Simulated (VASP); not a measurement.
# Ni (Fd-3m) in VASP: further runs

Runs on Ni. Level: PBEsol. Tasks: relaxation of cell and atoms, single point.

Everything below comes from runs of VASP 6.6.1. Logs are shortened: lines on timing, memory, paths and dates and some standing lists are left out, and cuts for length are marked.

## 1. The cell of the first run

The structure is cubic, space group Fd-3m (No. 227). The conventional cell has a = 4.907 Å, b = 4.907 Å, c = 4.907 Å, α = 90.00°, β = 90.00°, γ = 90.00°. Within 2.8 Å of Ni (site symmetry -43m) lie 4 Ni at 2.12 Å.

This isn't the form of Ni at room conditions, which is fcc.

## 2. Relaxation of cell and atoms, PBEsol, collinear spin, ferromagnetic start

The input, INCAR:

```
SYSTEM = Ni
ALGO = Normal ; EDIFF = 1E-6
EDIFFG = -0.01 ; ENCUT = 600
GGA = PS ; IBRION = 2
ISIF = 3 ; ISMEAR = -1
ISPIN = 2 ; LASPH = .TRUE.
LCHARG = .FALSE. ; LMAXMIX = 4
LORBIT = 11 ; LREAL = .FALSE.
LWAVE = .FALSE. ; MAGMOM = 0.8 0.8
NELM = 150 ; NSW = 80
PREC = Accurate ; SIGMA = 0.05
```

The input, KPOINTS:

```
k-points
0
G
  11 11 11
  0 0 0
```

The input, POSCAR:

```
Ni
1.0
    0.0000000000      2.4534603088      2.4534603088
    2.4534603088      0.0000000000      2.4534603088
    2.4534603088      2.4534603088      0.0000000000
Ni
2
Direct
    0.1250000000      0.1250000000      0.1250000000
    0.8750000000      0.8750000000      0.8750000000
```

Potentials or basis: VASP PAW PBE potentials, release 64 (Ni).

Run with:

```console
> cat potpaw_PBE.64/Ni/POTCAR > POTCAR
> mpirun -np 1 vasp_std > vasp.out
```

OUTCAR:

```text
SYSTEM = Ni
   EDIFF = 1E-6
   EDIFFG = -0.01
   ENCUT = 600
   GGA = PS
   IBRION = 2
   ISIF = 3
   ISMEAR = -1
   ISPIN = 2
   LASPH = .TRUE.
   LORBIT = 11
   LREAL = .FALSE.
   NELM = 150
   NSW = 80
   PREC = Accurate

 ion  position               nearest neighbor table
   1  0.125  0.125  0.125-   2 2.12   2 2.12   2 2.12   2 2.12
   2  0.875  0.875  0.875-   1 2.12   1 2.12   1 2.12   1 2.12

  LATTYP: Found a face centered cubic cell.
 ALAT       =     4.9069206176

  Lattice vectors:

 A1 = (   0.0000000000,   2.4534603088,   2.4534603088)
 A2 = (   2.4534603088,   0.0000000000,   2.4534603088)
 A3 = (   2.4534603088,   2.4534603088,   0.0000000000)

Analysis of symmetry for initial positions (statically):
=====================================================================
 Subroutine PRICEL returns:
 Original cell was already a primitive cell.

 Routine SETGRP: Setting up the symmetry group for a
 face centered cubic supercell.

 Subroutine GETGRP returns: Found 48 space group operations
 (whereof 12 operations were pure point group operations)
 out of a pool of 48 trial point group operations.

The static configuration has the point symmetry D_3d.
 The point group associated with its full space group is O_h .

Analysis of symmetry for dynamics (positions and initial velocities):
=====================================================================
 Subroutine PRICEL returns:
 Original cell was already a primitive cell.

 Routine SETGRP: Setting up the symmetry group for a
 face centered cubic supercell.

 Subroutine GETGRP returns: Found 48 space group operations
 (whereof 12 operations were pure point group operations)
 out of a pool of 48 trial point group operations.

The dynamic configuration has the point symmetry D_3d.
 The point group associated with its full space group is O_h .

Analysis of structural, dynamic, and magnetic symmetry:
=====================================================================
 Subroutine PRICEL returns:
 Original cell was already a primitive cell.

 Routine SETGRP: Setting up the symmetry group for a
 face centered cubic supercell.

 Subroutine GETGRP returns: Found 48 space group operations
 (whereof 12 operations were pure point group operations)
 out of a pool of 48 trial point group operations.

The overall configuration has the point symmetry D_3d.
 The point group associated with its full space group is O_h .

 Subroutine INISYM returns: Found 48 space group operations
 (whereof 12 operations are pure point group operations),
 and found     1 'primitive' translations

[... 123 lines left out ...]
   LEPSILON=     F    determine dielectric tensor
   LRPA    =     F    only Hartree local field effects (RPA)
 conjugate gradient relaxation of ions
 spin polarized calculation
  energy-cutoff  :      600.00
  volume of cell :       29.54
 maximum number of plane-waves:       998
   NGX = 13   NGY = 13   NGZ = 13

--------------------------------------- Ionic step        1  -------------------------------------------

 number of electron      20.0000015 magnetization       1.5946853

 Free energy of the ion-electron system (eV)
  ---------------------------------------------------
  ext. energy  EPLUGINS =         0.00000000
  ---------------------------------------------------
  free energy    TOTEN  =        -9.56370761 eV

  energy without entropy =       -9.53788879  energy(sigma->0) =       -9.55079820

------------------------ aborting loop because EDIFF is reached ----------------------------------------

  FORCE on cell =-STRESS in cart. coord.  units (eV):
  Direction    XX          YY          ZZ          XY          YZ          ZX
  --------------------------------------------------------------------------------------
  -------------------------------------------------------------------------------------
  Total        1.3141367      1.3141367      1.3141367     -0.0000000      0.0000000     -0.0000000
  in kB       71.2826819     71.2826819     71.2826819     -0.0000000      0.0000000     -0.0000000
  external PRESSURE =      71.2826819 kB  Pullay stress =       0.0000000 kB
[... 59 lines left out ...]
--------------------------------------- Ionic step        3  -------------------------------------------

 number of electron      19.9999995 magnetization       1.6025368

 Free energy of the ion-electron system (eV)
  ---------------------------------------------------
  ext. energy  EPLUGINS =         0.00000000
  ---------------------------------------------------
  free energy    TOTEN  =        -9.60171920 eV

  energy without entropy =       -9.57392786  energy(sigma->0) =       -9.58782353

 E-fermi :   5.0468     XC(G=0): -11.1374

 val. band max:        5.0452022332   @ k =   0.2727   0.0909   0.0000
 cond. band min:       5.0478382400   @ k =   0.4545   0.0000   0.0000
 fundamental gap:      0.0026360068
 Fermi energy:         5.0467860453

 spin component 1

 k-point     1 :       0.0000    0.0000    0.0000
  band No.  band energies     occupation
      1      -1.8309      1.00000
      2       1.6869      1.00000
      3       1.6869      1.00000
      4       1.7340      1.00000
      5       1.7340      1.00000
      6       1.7340      1.00000
      7       3.2580      1.00000
      8       3.2580      1.00000
      9       3.2580      1.00000
     10       4.2850      1.00000
     11       4.2850      1.00000
     12      17.1285      0.00000
     13      17.1285      0.00000
     14      17.1285      0.00000
[... 403 lines left out ...]
      4       1.7173      1.00000
      5       1.9645      1.00000
      6       2.2912      1.00000
      7       2.9058      1.00000
      8       3.0688      1.00000
      9       3.6693      1.00000
     10       4.0397      1.00000
     11       4.3830      1.00000
     12      10.5556      0.00000
     13      10.7299      0.00000
     14      15.1857      0.00000
     15      17.4854      0.00000

 [... further k-points ...]

 spin component 2

 k-point     1 :       0.0000    0.0000    0.0000
  band No.  band energies     occupation
      1      -1.8040      1.00000
      2       2.4265      1.00000
      3       2.4265      1.00000
      4       2.4805      1.00000
      5       2.4805      1.00000
      6       2.4805      1.00000
      7       4.0809      1.00000
      8       4.0809      1.00000
      9       4.0809      1.00000
     10       5.2001      0.04448
     11       5.2001      0.04448
     12      17.3179      0.00000
     13      17.3179      0.00000
     14      17.3179      0.00000
[... 444 lines left out ...]
  FREE ENERGIE OF THE ION-ELECTRON SYSTEM (eV)
  ---------------------------------------------------
  free  energy   TOTEN  =        -9.6017192024 eV

  energy  without entropy=       -9.5739278612  energy(sigma->0) =       -9.58782353

 reached required accuracy - stopping structural energy minimisation

 total charge

# of ion       s       p       d       tot
------------------------------------------
    1        0.562   0.380   8.345   9.287
    2        0.562   0.380   8.345   9.287
--------------------------------------------------
tot          1.124   0.760  16.691  18.575

 magnetization (x)

# of ion       s       p       d       tot
------------------------------------------
    1       -0.013  -0.014   0.825   0.798
    2       -0.013  -0.014   0.825   0.798
--------------------------------------------------
tot         -0.025  -0.028   1.650   1.596
```

CONTCAR:

```text
Ni
   1.00000000000000
    -0.0000000000000000    2.5023894318900077    2.5023894318900077
     2.5023894318900077   -0.0000000000000000    2.5023894318900077
     2.5023894318900077    2.5023894318900077   -0.0000000000000000
  Ni
     2
Direct
     0.1250000000000000    0.1250000000000000    0.1250000000000000
     0.8750000000000000    0.8750000000000000    0.8750000000000000

  0.00000000E+00  0.00000000E+00  0.00000000E+00
  0.00000000E+00  0.00000000E+00  0.00000000E+00
```

Run time: 2.5 min. Hardware: 1 thread of Intel Xeon Platinum 8259CL at 2.50GHz (Skylake/Cascade Lake), shared host; peak memory 0.2 GiB.

What came out:

```yaml
Free_energy: -9.6017 eV
Relaxed_volume: 15.67 Å³/atom
Relaxed_cell: a = 3.539 Å, b = 3.539 Å, c = 3.539 Å, α = 60.00°, β = 60.00°, γ = 60.00°
Space_group_after_relaxing_to_0.1_Å: Fd-3m (No. 227)
Energy_gained_by_relaxing: 19.0 meV/atom
Ionic_steps: 3
Pressure_after_relaxing: 0.0 GPa
Net_moment: 1.60 μB per cell
Site_moments: Ni +0.80 μB
Valence_electrons_inside_the_program's_atomic_spheres: Ni 9.29
```

The path:
| step | energy change (eV) | largest force (eV/Å) | pressure (GPa) | volume (Å³) |
| --- | --- | --- | --- | --- |
| 1 | 0.0000 | 0.0000 | 7.13 | 29.54 |
| 2 | -0.0262 | 0.0000 | -3.26 | 32.44 |
| 3 | -0.0380 | 0.0000 | 0.01 | 31.34 |

Final structure:
```
Ni
1.0
     0.00000    2.50239    2.50239
     2.50239    0.00000    2.50239
     2.50239    2.50239    0.00000
Ni
2
Direct
  0.12500 0.12500 0.12500
  0.87500 0.87500 0.87500
```

Caveat: the PAW data sets were made with another functional, which shifts forces and pressure a little.

## 3. Single point, PBEsol, collinear spin, ferromagnetic start

This run uses another cell than the first one, of 15.69 Å³/atom.

The input, INCAR:

```
SYSTEM = Ni
PREC     = Accurate       ! precision mode
ENCUT    = 520            ! plane-wave cutoff, eV
EDIFF    = 1E-6           ! SCF threshold, eV
ISMEAR   = -1             ! smearing method
SIGMA    = 0.05           ! smearing width, eV
LREAL    = .False.        ! projectors in reciprocal space
LASPH    = .True.         ! aspherical terms in the spheres
NELM     = 150            ! most SCF steps
ALGO     = Normal         ! electronic algorithm
ISIF     = 2              ! what is computed and relaxed
LWAVE    = .False.        ! write WAVECAR
LCHARG   = .False.        ! write CHGCAR
ISPIN    = 2              ! spin polarisation
MAGMOM   = 0.838 0.838    ! initial moments
LORBIT   = 11             ! projections on sites
LMAXMIX  = 4              ! l up to which the mixer works
GGA      = PS             ! functional
NBANDS   = 21             ! bands
```

The input, KPOINTS:

```
Automatic mesh
0
Gamma
  18 18 18
  0 0 0
```

The input, POSCAR:

```
Ni
1.0
    0.0000000000      2.5035160762      2.5035160762
    2.5035160762      0.0000000000      2.5035160762
    2.5035160762      2.5035160762      0.0000000000
Ni
2
Direct
    0.1250000000      0.1250000000      0.1250000000
    0.8750000000      0.8750000000      0.8750000000
```

Potentials or basis: VASP PAW PBE potentials, release 64 (Ni).

Run with:

```console
> cat potpaw_PBE.64/Ni/POTCAR > POTCAR
> mpirun -np 1 vasp_std > vasp.out
```

It took 4.8 min on 1 thread of Intel Xeon Platinum 8259CL at 2.50GHz (Skylake/Cascade Lake), shared host; peak memory 0.3 GiB.

The run converged. Its results:

```yaml
Free_energy: -9.6039 eV
Pressure: -0.1 GPa
Net_moment: 1.57 μB per cell
Site_moments: Ni +0.79 μB
Valence_electrons_inside_the_program's_atomic_spheres: Ni 9.29
```

Levels at points of the mesh, in eV from the Fermi level:
Spin up:
```tsv
k point	band 8	band 9	band 10	band 11	band 12	band 13	band 14	band 15
(0.00, 0.00, 0.00)	-1.78	-1.78	-0.75	-0.75	12.07	12.07	12.07	12.59
(0.50, 0.00, 0.00)	-1.42	-1.42	-0.92	-0.92	0.40	8.76	8.76	12.37
(0.50, 0.50, 0.00)	-2.00	-0.78	-0.78	0.98	0.98	4.49	4.49	9.50
```
Spin down:
```csv
k point,band 7,band 8,band 9,band 10,band 11,band 12
"(0.00, 0.00, 0.00)",-0.97,-0.97,-0.97,0.15,0.15,12.25
"(0.50, 0.00, 0.00)",-1.59,-0.59,-0.59,-0.01,-0.01,1.11
"(0.50, 0.50, 0.00)",-1.18,-1.18,0.13,0.13,1.49,1.49
```

Caveat: the PAW data sets were made with another functional, which shifts forces and pressure a little.
